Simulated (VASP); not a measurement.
A run of VASP 6.6.1 is set up as follows.

Contents of INCAR:

```
SYSTEM = P
  PREC = Accurate
  ENCUT = 520
  EDIFF = 1E-7
  ISMEAR = -1
  SIGMA = 0.05
  LREAL = .False.
  LASPH = .True.
  NELM = 100
  ALGO = Normal
  ISIF = 2
  LWAVE = .False.
  LCHARG = .False.
  GGA = PE
  IVDW = 13
  NBANDS = 18
```

KPOINTS

```
Automatic mesh
0
Gamma
  8 8 6
  0 0 0
```

Contents of POSCAR:

```
P
1.0
    1.6607425228     -5.0959186288      0.0000000000
    1.6607425228      5.0959186288      0.0000000000
    0.0000000000      0.0000000000      4.1795336025
P
4
Direct
    0.8936493296      0.1063506704      0.5723042420
    0.1063506704      0.8936493296      0.4276957580
    0.6063506704      0.3936493296      0.0723042420
    0.3936493296      0.6063506704      0.9276957580
```

Potentials or basis: VASP PAW PBE potentials, release 64 (P).

Launch:

```console
$ cat potpaw_PBE.64/P/POTCAR > POTCAR
$ mpirun -np 1 vasp_std > vasp.out
```

Q: Estimate the band gap on the k mesh.

A: Zero (bands 10 and 11 overlap by 0.23 eV).

Q: What does it give for the largest force?

A: 0.063 eV/Å.

Q: What does it give for the dispersion energy per atom?

A: -0.417 eV.

Forces in eV/Å, atoms in the order of the input:
```
P    0.000 -0.043  0.046
P    0.000  0.043 -0.046
P    0.000  0.043  0.046
P    0.000 -0.043 -0.046
```
